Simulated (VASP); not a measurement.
# K (Im-3m) in VASP: notebook

Runs on K. Level: revPBE. Tasks: single point, relaxation of cell and atoms.

All numbers are computed with VASP 6.6.1; they aren't measurements. Logs are shortened: lines on timing, memory, paths and dates and some standing lists are left out, and cuts for length are marked.

**1. The cell of the first run**

The structure is cubic, space group Im-3m (No. 229). The conventional cell has a = 5.395 Å, b = 5.395 Å, c = 5.395 Å, α = 90.00°, β = 90.00°, γ = 90.00°.

**2. Single point, revPBE**

File INCAR:

```
PREC = Accurate ; ENCUT = 520
EDIFF = 1E-7 ; ISMEAR = -1
SIGMA = 0.05 ; LREAL = False
LASPH = True ; NELM = 100
ALGO = Normal ; ISIF = 2
LWAVE = False ; LCHARG = False
GGA = RE ; NBANDS = 10
```

File KPOINTS:

```
regular mesh
0
Gamma
  7 7 7
```

File POSCAR:

```
K
1.0
   -2.6975585167      2.6975585167      2.6975585167
    2.6975585167     -2.6975585167      2.6975585167
    2.6975585167      2.6975585167     -2.6975585167
K
1
Direct
    0.0000000000      0.0000000000      0.0000000000
```

Potentials or basis: VASP PAW PBE potentials, release 64 (K_sv).

Started as:

```
$ cat potpaw_PBE.64/K_sv/POTCAR > POTCAR
$ mpirun -np 1 vasp_std > vasp.out
```

OUTCAR:

```text
PREC = Accurate
   ENCUT = 520
   EDIFF = 1E-7
   ISMEAR = -1
   LREAL = False
   LASPH = True
   NELM = 100
   ISIF = 2
   GGA = RE

 ion  position               nearest neighbor table
   1  0.000  0.000  0.000-

  LATTYP: Found a body centered cubic cell.
 ALAT       =     5.3951170334

  Lattice vectors:

 A1 = (  -2.6975585167,   2.6975585167,   2.6975585167)
 A2 = (   2.6975585167,  -2.6975585167,   2.6975585167)
 A3 = (   2.6975585167,   2.6975585167,  -2.6975585167)

Analysis of symmetry for initial positions (statically):
=====================================================================
 Subroutine PRICEL returns:
 Original cell was already a primitive cell.

 Routine SETGRP: Setting up the symmetry group for a
 body centered cubic supercell.

 Subroutine GETGRP returns: Found 48 space group operations
 (whereof 48 operations were pure point group operations)
 out of a pool of 48 trial point group operations.

The static configuration has the point symmetry O_h .

Analysis of symmetry for dynamics (positions and initial velocities):
=====================================================================
 Subroutine PRICEL returns:
 Original cell was already a primitive cell.

 Routine SETGRP: Setting up the symmetry group for a
 body centered cubic supercell.

 Subroutine GETGRP returns: Found 48 space group operations
 (whereof 48 operations were pure point group operations)
 out of a pool of 48 trial point group operations.

The dynamic configuration has the point symmetry O_h .

 Subroutine INISYM returns: Found 48 space group operations
 (whereof 48 operations are pure point group operations),
 and found     1 'primitive' translations

----------------------------------------------------------------------------------------

                                     Primitive cell

  volume of cell :      78.5186

  direct lattice vectors                    reciprocal lattice vectors
    -2.697558517  2.697558517  2.697558517     0.000000000  0.185352791  0.185352791
     2.697558517 -2.697558517  2.697558517     0.185352791  0.000000000  0.185352791
     2.697558517  2.697558517 -2.697558517     0.185352791  0.185352791  0.000000000

  length of vectors
     4.672308407  4.672308407  4.672308407     0.262128431  0.262128431  0.262128431

  position of ions in fractional coordinates (direct lattice)
     0.000000000  0.000000000  0.000000000

  ion indices of the primitive-cell ions
   primitive index   ion index
                 1           1

----------------------------------------------------------------------------------------

 KPOINTS: regular mesh

Automatic generation of k-mesh.
 Grid dimensions read from file:
 generate k-points for:    7    7    7

 Generating k-lattice:

  Cartesian coordinates                     Fractional coordinates (reciprocal lattice)
     0.000000000  0.026478970  0.026478970     0.142857143  0.000000000  0.000000000
     0.026478970  0.000000000  0.026478970     0.000000000  0.142857143  0.000000000
     0.026478970  0.026478970  0.000000000     0.000000000  0.000000000  0.142857143

  Length of vectors
     0.037446919  0.037446919  0.037446919

  Shift w.r.t. Gamma in fractional coordinates (k-lattice)
     0.000000000  0.000000000  0.000000000

 Subroutine IBZKPT returns following result:
 ===========================================

 Found     20 irreducible k-points:

 Following reciprocal coordinates:
            Coordinates               Weight
  0.000000  0.000000  0.000000      1.000000
  0.142857  0.000000  0.000000     12.000000
  0.285714  0.000000  0.000000     12.000000
  0.428571  0.000000  0.000000     12.000000
  0.142857  0.142857  0.000000     24.000000
  0.285714  0.142857 -0.000000     48.000000
[... 12 lines left out ...]
 -0.428571 -0.428571  0.285714      8.000000
 -0.428571  0.428571  0.428571      6.000000
   k-points           NKPTS =     20   k-points in BZ     NKDIM =     20   number of bands    NBANDS=     10
   number of dos      NEDOS =    301   number of ions     NIONS =      1
   total plane-waves  NPLWV =  46656
   dimension x,y,z NGX =    36 NGY =   36 NGZ =   36
   dimension x,y,z NGXF=    72 NGYF=   72 NGZF=   72
   ions per type =               1
   NGX,Y,Z   is equivalent  to a cutoff of  12.81, 12.81, 12.81 a.u.
   NGXF,Y,Z  is equivalent  to a cutoff of  25.62, 25.62, 25.62 a.u.
 SYSTEM =  unknown system
   PREC   = accura    normal or accurate (medium, high low for compatibility)
   ISTART =      0    job   : 0-new  1-cont  2-samecut
   ICHARG =      2    charge: 1-file 2-atom 10-const
   ISPIN  =      1    spin polarized calculation?
   LNONCOLLINEAR =      F non collinear calculations
   LSORBIT =      F    spin-orbit coupling
   LASPH  =      T    aspherical Exc in radial PAW
   ENCUT  =  520.0 eV  38.22 Ry    6.18 a.u.   8.69  8.69  8.69*2*pi/ulx,y,z
   NELM   =    100;   NELMIN=  2; NELMDL= -5     # of ELM steps
   EDIFF  = 0.1E-06   stopping-criterion for ELM
   LREAL  =      F    real-space projection
   EDIFFG = 0.1E-05   stopping-criterion for IOM
   NSW    =      0    number of steps for IOM
   IBRION =     -1    ionic relax: 0-MD 1-quasi-New 2-CG
   NFREE  =      0    steps in history (QN), initial steepest desc. (CG)
   ISIF   =      2    stress and relaxation
   ISYM   =      2    0-nonsym 1-usesym 2-fastsym
   POTIM  = 0.5000    time-step for ionic-motion
   TEBEG  =    0.0;   TEEND  =   0.0 temperature during run
   PSTRESS=    0.0 pullay stress
   NELECT =       9.0000    total number of electrons
   NUPDOWN=      -1.0000    fix difference up-down
   EMIN   =  10.00;   EMAX   =-10.00  energy-range for DOS
   EFERMI =   0.00;   METHOD = LEGACY
   ISMEAR =    -1;   SIGMA  =   0.05  broadening in eV -4-tet -1-fermi 0-gaus
   EFERMI_NEDOS =   21; number of points for ismear=-14 and -15
   IALGO  =     38    algorithm
   IMIX   =      4    mixing-type and parameters
     AMIX     =   0.40;   BMIX     =  1.00
     AMIX_MAG =   1.60;   BMIX_MAG =  1.00
  volume/ion in A,a.u.               =      78.52       529.87
  Fermi-wavevector in a.u.,A,eV,Ry     =   0.795240  1.502785  8.604411  0.632406
  Thomas-Fermi vector in A             =   1.901529
   LORBIT       =      0    0 simple, 1 ext, 2 COOP (PROOUT), +10 PAW based schemes
   GGA     = RE    functional components
   LHFCALC =     F    Hartree Fock is set to
   AEXX    =    0.0000 exact exchange contribution
   IVDW    =     0    specifies the selected vdW correction
   LEPSILON=     F    determine dielectric tensor
   LRPA    =     F    only Hartree local field effects (RPA)
 non-spin polarized calculation
  energy-cutoff  :      520.00
  volume of cell :       78.52
 maximum number of plane-waves:      2128
   NGX = 17   NGY = 17   NGZ = 17

 number of electron       8.9999999 magnetization

 Free energy of the ion-electron system (eV)
  ---------------------------------------------------
  ext. energy  EPLUGINS =         0.00000000
  ---------------------------------------------------
  free energy    TOTEN  =        -0.95187102 eV

  energy without entropy =       -0.94468914  energy(sigma->0) =       -0.94828008

 E-fermi :  -0.1577     XC(G=0):  -5.3802

 val. band max:       -0.2250204554   @ k =  -0.2857   0.4286   0.1429
 cond. band min:      -0.0291087755   @ k =  -0.4286   0.4286   0.1429
 fundamental gap:      0.1959116799
 Fermi energy:        -0.1576858843

 k-point     1 :       0.0000    0.0000    0.0000
  band No.  band energies     occupation
      1     -32.4178      2.00000
      2     -15.8397      2.00000
      3     -15.8397      2.00000
      4     -15.8397      2.00000
      5      -2.2082      2.00000
      6       4.1257      0.00000
      7       4.1257      0.00000
      8       4.1257      0.00000
      9       4.9764      0.00000
     10       4.9764      0.00000

 k-point     2 :       0.1429    0.0000    0.0000
  band No.  band energies     occupation
      1     -32.4173      2.00000
      2     -15.8495      2.00000
      3     -15.8430      2.00000
      4     -15.8396      2.00000
      5      -1.9700      2.00000
      6       3.6550      0.00000
      7       3.8315      0.00000
      8       4.3092      0.00000
      9       4.7416      0.00000
     10       4.9174      0.00000

 k-point     3 :       0.2857    0.0000    0.0000
  band No.  band energies     occupation
      1     -32.4161      2.00000
      2     -15.8715      2.00000
      3     -15.8505      2.00000
      4     -15.8396      2.00000
      5      -1.2828      2.00000
      6       2.4116      0.00000
      7       3.3490      0.00000
      8       4.8250      0.00000
      9       4.8442      0.00000
     10       4.9352      0.00000

 k-point     4 :       0.4286    0.0000    0.0000
  band No.  band energies     occupation
      1     -32.4151      2.00000
      2     -15.8890      2.00000
      3     -15.8565      2.00000
      4     -15.8395      2.00000
      5      -0.2309      1.62431
      6       1.0646      0.00000
      7       3.0539      0.00000
      8       4.6829      0.00000
      9       5.2385      0.00000
     10       5.6772      0.00000

 k-point     5 :       0.1429    0.1429    0.0000
  band No.  band energies     occupation
      1     -32.4164      2.00000
      2     -15.8646      2.00000
      3     -15.8469      2.00000
      4     -15.8420      2.00000
      5      -1.5068      2.00000
      6       2.9551      0.00000
      7       3.2624      0.00000
      8       4.5863      0.00000
      9       4.6041      0.00000
     10       5.2053      0.00000

 k-point     6 :       0.2857    0.1429   -0.0000
  band No.  band energies     occupation
      1     -32.4153      2.00000
      2     -15.8812      2.00000
      3     -15.8559      2.00000
      4     -15.8428      2.00000
      5      -0.6337      1.99985
      6       1.8159      0.00000
      7       2.7850      0.00000
      8       4.5390      0.00000
      9       4.9509      0.00000
     10       5.4197      0.00000
[... 131 lines left out ...]
 k-point    17 :      -0.2857    0.2857    0.2857
  band No.  band energies     occupation
      1     -32.4145      2.00000
      2     -15.8702      2.00000
      3     -15.8623      2.00000
      4     -15.8623      2.00000
      5      -0.4289      1.99122
      6       2.3872      0.00000
      7       3.2336      0.00000
      8       3.2336      0.00000
      9       4.3317      0.00000
     10       5.1632      0.00000

 k-point    18 :      -0.4286    0.4286    0.2857
  band No.  band energies     occupation
      1     -32.4137      2.00000
      2     -15.8810      2.00000
      3     -15.8688      2.00000
      4     -15.8631      2.00000
      5       0.5133      0.00000
      6       1.5833      0.00000
      7       2.9552      0.00000
      8       3.1319      0.00000
      9       4.1500      0.00000
     10       5.8930      0.00000

 k-point    19 :      -0.4286   -0.4286    0.2857
  band No.  band energies     occupation
      1     -32.4132      2.00000
      2     -15.8780      2.00000
      3     -15.8780      2.00000
      4     -15.8649      2.00000
      5       1.2759      0.00000
      6       1.2759      0.00000
      7       2.2767      0.00000
      8       3.7509      0.00000
      9       3.7509      0.00000
     10       5.5445      0.00000

 k-point    20 :      -0.4286    0.4286    0.4286
  band No.  band energies     occupation
      1     -32.4129      2.00000
      2     -15.8771      2.00000
      3     -15.8755      2.00000
      4     -15.8755      2.00000
      5       1.1997      0.00000
      6       1.6311      0.00000
      7       3.1591      0.00000
      8       3.1591      0.00000
      9       3.2012      0.00000
     10       5.6089      0.00000

------------------------ aborting loop because EDIFF is reached ----------------------------------------

  FORCE on cell =-STRESS in cart. coord.  units (eV):
  Direction    XX          YY          ZZ          XY          YZ          ZX
  --------------------------------------------------------------------------------------
  -------------------------------------------------------------------------------------
  Total        0.0160909      0.0160909      0.0160909      0.0000000      0.0000000     -0.0000000
  in kB        0.3283363      0.3283363      0.3283363      0.0000000      0.0000000     -0.0000000
  external PRESSURE =       0.3283363 kB  Pullay stress =       0.0000000 kB

 VOLUME and BASIS-vectors are now :
 -----------------------------------------------------------------------------
  energy-cutoff  :      520.00
  volume of cell :       78.52
      direct lattice vectors                 reciprocal lattice vectors
    -2.697558517  2.697558517  2.697558517     0.000000000  0.185352791  0.185352791
     2.697558517 -2.697558517  2.697558517     0.185352791  0.000000000  0.185352791
     2.697558517  2.697558517 -2.697558517     0.185352791  0.185352791  0.000000000

 POSITION                                       TOTAL-FORCE (eV/Angst)
 -----------------------------------------------------------------------------------
      0.00000      0.00000      0.00000         0.000000     -0.000000      0.000000
 -----------------------------------------------------------------------------------
    total drift:                               -0.000000      0.000000      0.000000

  FREE ENERGIE OF THE ION-ELECTRON SYSTEM (eV)
  ---------------------------------------------------
  free  energy   TOTEN  =        -0.9518710211 eV

  energy  without entropy=       -0.9446891436  energy(sigma->0) =       -0.94828008
```

Run time: 5.3 s. Hardware: 1 thread of Intel Xeon 6975P-C (Granite Rapids), shared host; peak memory 0.19 GiB.

Results:

```
Free energy : -0.9519 eV
Pressure    : 0.0 GPa
```

Caveat: the PAW data sets were made with another functional, which shifts forces and pressure a little.

[end of part 1 of 2]
